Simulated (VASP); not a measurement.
Write the native input for VASP 6.6.1 that does the following.

| Property | Result |
| --- | --- |
| Task | single point |
| Functional | PBE |
| Potentials or basis | VASP PAW PBE potentials, release 64 (Pt) |
| Cutoff | 520 eV |
| k mesh | 14 × 14 × 10 |
| Occupations | fermi-dirac, width 0.05 eV |
| Spin | collinear spin |
| Starting moments | [1.0, 1.0] μB |
| Dipole correction | no |
| Further INCAR settings | ALGO = Normal; EDIFF = 1e-07; NBANDS = 21 |

The structure of Pt lies in POSCAR:

```
Pt
1.0
   -2.0865158726      2.4333944569      1.3048765191
    2.4333944569     -2.0865158726      1.3048765191
    2.5159711144      2.5159711144     -0.6695677567
Pt
2
Direct
    0.0159283149      0.9840716851      1.0000000000
    0.7340716851      0.2659283149      0.5000000000
```

These files were run (other wordings do the same):

INCAR

```
SYSTEM = Pt
  PREC = Accurate
  ENCUT = 520
  EDIFF = 1E-7
  ISMEAR = -1
  SIGMA = 0.05
  LREAL = .FALSE.
  LASPH = .TRUE.
  NELM = 150
  ALGO = Normal
  ISIF = 2
  LWAVE = .FALSE.
  LCHARG = .FALSE.
  ISPIN = 2
  MAGMOM = 1 1
  LORBIT = 11
  LMAXMIX = 4
  GGA = PE
  NBANDS = 21
```

KPOINTS

```
regular mesh
0
G
  14 14 10
  0 0 0
```

Potentials or basis: VASP PAW PBE potentials, release 64 (Pt).

Command:

```bash
$ cat potpaw_PBE.64/Pt/POTCAR > POTCAR
$ mpirun -np 1 vasp_std > vasp.out
```

Results of the run:

```json
{
 "Pressure": "22.4 GPa",
 "Largest force": "0.053 eV/Å",
 "Band gap on the k mesh": "zero (filled and empty bands overlap)",
 "Net moment": "0.00 μB per cell",
 "Valence electrons inside the program's atomic spheres": "Pt 9.44"
}
```

Caveat: the cell stands under pressure; spin-orbit coupling is left out, which moves the levels of the heavy elements.

Run time: 8.4 min on 1 thread of Oxide Virtual Turin-like Processor (shared host), peak memory 0.5 GiB.
